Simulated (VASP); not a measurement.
# Be (Fm-3m) in VASP: further runs

Be is run at these levels: RPBE; tasks: single point.

Everything below comes from runs of VASP 6.6.1. Logs are shortened: lines on timing, memory, paths and dates and some standing lists are left out, and cuts for length are marked.

## (1) The cell of the first run

It takes space group Fm-3m (No. 225, cubic). The conventional cell has a = 3.310 Å, b = 3.310 Å, c = 3.310 Å, α = 90.00°, β = 90.00°, γ = 90.00°. Be (site symmetry m-3m) has 12 Be at 2.34 Å within 3.1 Å.

## (2) Single point, RPBE (volume scaled by 1.12)

INCAR

```
  PREC = Accurate
  ENCUT = 520
  EDIFF = 1E-7
  ISMEAR = -1
  SIGMA = 0.1
  LREAL = F
  LASPH = T
  NELM = 80
  ALGO = Normal
  ISIF = 2
  LWAVE = F
  LCHARG = T
  GGA = RP
  LELF = T
  LVHAR = T
  NBANDS = 7
```

KPOINTS

```
Automatic mesh
0
Gamma
  19 19 19
```

POSCAR

```
Be
1.0
    0.0000000000      1.6550500684      1.6550500684
    1.6550500684      0.0000000000      1.6550500684
    1.6550500684      1.6550500684      0.0000000000
Be
1
Direct
    0.0000000000      0.0000000000      0.0000000000
```

Potentials or basis: VASP PAW PBE potentials, release 64 (Be).

The run is started by

```
$ cat potpaw_PBE.64/Be/POTCAR > POTCAR
$ mpirun -np 1 vasp_std > vasp.out
```

OUTCAR:

```text
PREC = Accurate
   ENCUT = 520
   EDIFF = 1E-7
   ISMEAR = -1
   LREAL = F
   LASPH = T
   NELM = 80
   ISIF = 2
   GGA = RP

 ion  position               nearest neighbor table
   1  0.000  0.000  0.000-

  LATTYP: Found a face centered cubic cell.
 ALAT       =     3.3101001368

  Lattice vectors:

 A1 = (   0.0000000000,   1.6550500684,   1.6550500684)
 A2 = (   1.6550500684,   0.0000000000,   1.6550500684)
 A3 = (   1.6550500684,   1.6550500684,   0.0000000000)

Analysis of symmetry for initial positions (statically):
=====================================================================
 Subroutine PRICEL returns:
 Original cell was already a primitive cell.

 Routine SETGRP: Setting up the symmetry group for a
 face centered cubic supercell.

 Subroutine GETGRP returns: Found 48 space group operations
 (whereof 48 operations were pure point group operations)
 out of a pool of 48 trial point group operations.

The static configuration has the point symmetry O_h .

Analysis of symmetry for dynamics (positions and initial velocities):
=====================================================================
 Subroutine PRICEL returns:
 Original cell was already a primitive cell.

 Routine SETGRP: Setting up the symmetry group for a
 face centered cubic supercell.

 Subroutine GETGRP returns: Found 48 space group operations
 (whereof 48 operations were pure point group operations)
 out of a pool of 48 trial point group operations.

The dynamic configuration has the point symmetry O_h .

 Subroutine INISYM returns: Found 48 space group operations
 (whereof 48 operations are pure point group operations),
 and found     1 'primitive' translations

----------------------------------------------------------------------------------------

                                     Primitive cell

  volume of cell :       9.0670

  direct lattice vectors                    reciprocal lattice vectors
     0.000000000  1.655050068  1.655050068    -0.302105664  0.302105664  0.302105664
     1.655050068  0.000000000  1.655050068     0.302105664 -0.302105664  0.302105664
     1.655050068  1.655050068  0.000000000     0.302105664  0.302105664 -0.302105664

  length of vectors
     2.340594253  2.340594253  2.340594253     0.523262359  0.523262359  0.523262359

  position of ions in fractional coordinates (direct lattice)
     0.000000000  0.000000000  0.000000000

  ion indices of the primitive-cell ions
   primitive index   ion index
                 1           1

----------------------------------------------------------------------------------------

 KPOINTS: Automatic mesh

Automatic generation of k-mesh.
 Grid dimensions read from file:
 generate k-points for:   19   19   19

 Generating k-lattice:

  Cartesian coordinates                     Fractional coordinates (reciprocal lattice)
    -0.015900298  0.015900298  0.015900298     0.052631579  0.000000000  0.000000000
     0.015900298 -0.015900298  0.015900298     0.000000000  0.052631579  0.000000000
     0.015900298  0.015900298 -0.015900298     0.000000000  0.000000000  0.052631579

  Length of vectors
     0.027540124  0.027540124  0.027540124

  Shift w.r.t. Gamma in fractional coordinates (k-lattice)
     0.000000000  0.000000000  0.000000000

 Subroutine IBZKPT returns following result:
 ===========================================

 Found    220 irreducible k-points:

 Following reciprocal coordinates:
            Coordinates               Weight
  0.000000  0.000000  0.000000      1.000000
  0.052632  0.000000  0.000000      8.000000
  0.105263  0.000000  0.000000      8.000000
  0.157895  0.000000  0.000000      8.000000
  0.210526  0.000000  0.000000      8.000000
  0.263158  0.000000  0.000000      8.000000
[... 16 lines left out ...]
 -0.315789  0.052632  0.000000     24.000000
 -0.263158  0.052632  0.000000     24.000000
 [... further k-points ...]
   k-points           NKPTS =    220   k-points in BZ     NKDIM =    220   number of bands    NBANDS=      7
   number of dos      NEDOS =    301   number of ions     NIONS =      1
   total plane-waves  NPLWV =   5832
   dimension x,y,z NGX =    18 NGY =   18 NGZ =   18
   dimension x,y,z NGXF=    36 NGYF=   36 NGZF=   36
   ions per type =               1
   NGX,Y,Z   is equivalent  to a cutoff of  12.78, 12.78, 12.78 a.u.
   NGXF,Y,Z  is equivalent  to a cutoff of  25.57, 25.57, 25.57 a.u.
 SYSTEM =  unknown system
   PREC   = accura    normal or accurate (medium, high low for compatibility)
   ISTART =      0    job   : 0-new  1-cont  2-samecut
   ICHARG =      2    charge: 1-file 2-atom 10-const
   ISPIN  =      1    spin polarized calculation?
   LNONCOLLINEAR =      F non collinear calculations
   LSORBIT =      F    spin-orbit coupling
   LASPH  =      T    aspherical Exc in radial PAW
   ENCUT  =  520.0 eV  38.22 Ry    6.18 a.u.   4.35  4.35  4.35*2*pi/ulx,y,z
   NELM   =     80;   NELMIN=  2; NELMDL= -5     # of ELM steps
   EDIFF  = 0.1E-06   stopping-criterion for ELM
   LREAL  =      F    real-space projection
   EDIFFG = 0.1E-05   stopping-criterion for IOM
   NSW    =      0    number of steps for IOM
   IBRION =     -1    ionic relax: 0-MD 1-quasi-New 2-CG
   NFREE  =      0    steps in history (QN), initial steepest desc. (CG)
   ISIF   =      2    stress and relaxation
   ISYM   =      2    0-nonsym 1-usesym 2-fastsym
   POTIM  = 0.5000    time-step for ionic-motion
   TEBEG  =    0.0;   TEEND  =   0.0 temperature during run
   PSTRESS=    0.0 pullay stress
   NELECT =       2.0000    total number of electrons
   NUPDOWN=      -1.0000    fix difference up-down
   EMIN   =  10.00;   EMAX   =-10.00  energy-range for DOS
   EFERMI =   0.00;   METHOD = LEGACY
   ISMEAR =    -1;   SIGMA  =   0.10  broadening in eV -4-tet -1-fermi 0-gaus
   EFERMI_NEDOS =   21; number of points for ismear=-14 and -15
   IALGO  =     38    algorithm
   IMIX   =      4    mixing-type and parameters
     AMIX     =   0.40;   BMIX     =  1.00
     AMIX_MAG =   1.60;   BMIX_MAG =  1.00
  volume/ion in A,a.u.               =       9.07        61.19
  Fermi-wavevector in a.u.,A,eV,Ry     =   0.989154  1.869229 13.312276  0.978425
  Thomas-Fermi vector in A             =   2.120732
   LORBIT       =      0    0 simple, 1 ext, 2 COOP (PROOUT), +10 PAW based schemes
   GGA     = RP    functional components
   LHFCALC =     F    Hartree Fock is set to
   AEXX    =    0.0000 exact exchange contribution
   IVDW    =     0    specifies the selected vdW correction
   LEPSILON=     F    determine dielectric tensor
   LRPA    =     F    only Hartree local field effects (RPA)
 non-spin polarized calculation
  energy-cutoff  :      520.00
  volume of cell :        9.07
 maximum number of plane-waves:       262
 NGX is ok and might be reduce to    18
   NGX =  9   NGY =  9   NGZ =  9

 number of electron       2.0000000 magnetization

 Free energy of the ion-electron system (eV)
  ---------------------------------------------------
  ext. energy  EPLUGINS =         0.00000000
  ---------------------------------------------------
  free energy    TOTEN  =        -3.39939728 eV

  energy without entropy =       -3.39396091  energy(sigma->0) =       -3.39667910

 E-fermi :   6.2633     XC(G=0): -10.1699

 val. band max:        6.2557952916   @ k =  -0.3158   0.4211   0.1053
 cond. band min:       6.2773991892   @ k =  -0.4737   0.1053   0.0000
 fundamental gap:      0.0216038976
 Fermi energy:         6.2632839328

 k-point     1 :       0.0000    0.0000    0.0000
  band No.  band energies     occupation
      1      -4.6119      2.00000
      2      24.0355      0.00000
      3      24.0355      0.00000
      4      24.0355      0.00000
      5      33.0535      0.00000
      6      33.0535      0.00000
      7      33.0535      0.00000

 k-point     2 :       0.0526    0.0000    0.0000
  band No.  band energies     occupation
      1      -4.5245      2.00000
      2      23.3728      0.00000
      3      23.8962      0.00000
      4      23.8962      0.00000
      5      32.0721      0.00000
      6      33.3247      0.00000
      7      33.3247      0.00000

 k-point     3 :       0.1053    0.0000    0.0000
  band No.  band energies     occupation
      1      -4.2621      2.00000
      2      21.5934      0.00000
      3      23.5366      0.00000
      4      23.5366      0.00000
      5      31.4086      0.00000
      6      34.0060      0.00000
      7      34.0060      0.00000

 k-point     4 :       0.1579    0.0000    0.0000
  band No.  band energies     occupation
      1      -3.8252      2.00000
      2      19.2102      0.00000
      3      23.0743      0.00000
      4      23.0743      0.00000
      5      31.4430      0.00000
      6      34.6240      0.00000
      7      34.6240      0.00000

 k-point     5 :       0.2105    0.0000    0.0000
  band No.  band energies     occupation
      1      -3.2148      2.00000
      2      16.6421      0.00000
      3      22.6083      0.00000
      4      22.6083      0.00000
      5      31.8912      0.00000
      6      34.3842      0.00000
      7      34.3842      0.00000
[... 161 lines left out ...]
 k-point    22 :      -0.3684    0.0526    0.0000
  band No.  band energies     occupation
      1       0.0435      2.00000
      2       8.8660      0.00000
      3      20.6683      0.00000
      4      21.8445      0.00000
      5      29.9312      0.00000
      6      31.1340      0.00000
      7      34.7271      0.00000

 k-point    23 :      -0.3158    0.0526    0.0000
  band No.  band energies     occupation
      1      -1.0672      2.00000
      2      10.9791      0.00000
      3      20.7168      0.00000
      4      22.2712      0.00000
      5      30.7659      0.00000
      6      31.7168      0.00000
      7      34.3002      0.00000

 k-point    24 :      -0.2632    0.0526    0.0000
  band No.  band energies     occupation
      1      -2.0586      2.00000
      2      13.3208      0.00000
      3      20.9049      0.00000
      4      22.7310      0.00000
      5      31.6236      0.00000
      6      32.5785      0.00000
      7      33.6023      0.00000

 [... further k-points ...]
[... 5 lines left out ...]
  --------------------------------------------------------------------------------------
  -------------------------------------------------------------------------------------
  Total       -0.6062214     -0.6062214     -0.6062214      0.0000000     -0.0000000      0.0000000
  in kB     -107.1219465   -107.1219465   -107.1219465      0.0000000     -0.0000000      0.0000000
  external PRESSURE =    -107.1219465 kB  Pullay stress =       0.0000000 kB

 VOLUME and BASIS-vectors are now :
 -----------------------------------------------------------------------------
  energy-cutoff  :      520.00
  volume of cell :        9.07
      direct lattice vectors                 reciprocal lattice vectors
     0.000000000  1.655050068  1.655050068    -0.302105664  0.302105664  0.302105664
     1.655050068  0.000000000  1.655050068     0.302105664 -0.302105664  0.302105664
     1.655050068  1.655050068  0.000000000     0.302105664  0.302105664 -0.302105664

 POSITION                                       TOTAL-FORCE (eV/Angst)
 -----------------------------------------------------------------------------------
      0.00000      0.00000      0.00000         0.000000      0.000000      0.000000
 -----------------------------------------------------------------------------------
    total drift:                                0.000000      0.000000      0.000000

  FREE ENERGIE OF THE ION-ELECTRON SYSTEM (eV)
  ---------------------------------------------------
  free  energy   TOTEN  =        -3.3993972843 eV

  energy  without entropy=       -3.3939609117  energy(sigma->0) =       -3.39667910
```

It took 14 s on 1 thread of Intel Xeon Platinum 8488C (Sapphire Rapids), shared host; peak memory 0.12 GiB.

Results:

```yaml
Free_energy: -3.3994 eV
Pressure: -10.7 GPa
Band_gap_on_the_k_mesh: zero (band 1 reaches 7.13 eV, above the bottom of band 2 at 6.17 eV)
```

Levels at points of the mesh, in eV from the Fermi level:
```csv
k point,band 1,band 2,band 3,band 4
"(0.00, 0.00, 0.00)",-10.88,17.77,17.77,17.77
```

Caveat: the cell differs from its parent crystal (volume scaled by 1.12); the PAW data sets were made with another functional, which shifts forces and pressure a little.

## (3) Single point, RPBE

This run uses another cell than the first one, of 8.10 Å³/atom, 0.893 times its volume.

INCAR

```
SYSTEM = Be
ALGO = Normal ; EDIFF = 1E-7
ENCUT = 520 ; GGA = RP
ISIF = 2 ; ISMEAR = -1
LASPH = .True. ; LCHARG = .True.
LELF = .True. ; LREAL = .False.
LVHAR = .True. ; LWAVE = .False.
NBANDS = 7 ; NELM = 100
PREC = Accurate ; SIGMA = 0.1
```

KPOINTS

```
k-points
0
Gamma
  28 28 28
  0 0 0
```

POSCAR

```
Be
1.0
    0.0000000000      1.5936947023      1.5936947023
    1.5936947023      0.0000000000      1.5936947023
    1.5936947023      1.5936947023      0.0000000000
Be
1
Direct
    0.0000000000      0.0000000000      0.0000000000
```

Potentials or basis: VASP PAW PBE potentials, release 64 (Be).

The run is started by

```
$ cat potpaw_PBE.64/Be/POTCAR > POTCAR
$ mpirun -np 1 vasp_std > vasp.out
```

Wall time 32 s (1 thread of Intel Xeon Platinum 8488C (Sapphire Rapids), shared host); peak memory 0.13 GiB.

Results (log left out):

```
Free energy            : -3.4343 eV
Pressure               : 0.1 GPa
Band gap on the k mesh : zero (band 1 reaches 8.39 eV, above the bottom of band 2 at 7.16 eV)
```

Levels at points of the mesh, in eV from the Fermi level:
| k point | band 1 | band 2 | band 3 | band 4 |
| --- | --- | --- | --- | --- |
| (0.00, 0.00, 0.00) | -11.70 | 19.28 | 19.28 | 19.28 |
| (0.50, 0.00, 0.00) | -5.11 | -0.04 | 16.38 | 16.38 |
| (0.50, 0.50, 0.00) | -2.52 | 3.75 | 9.49 | 9.49 |

Caveat: the PAW data sets were made with another functional, which shifts forces and pressure a little.
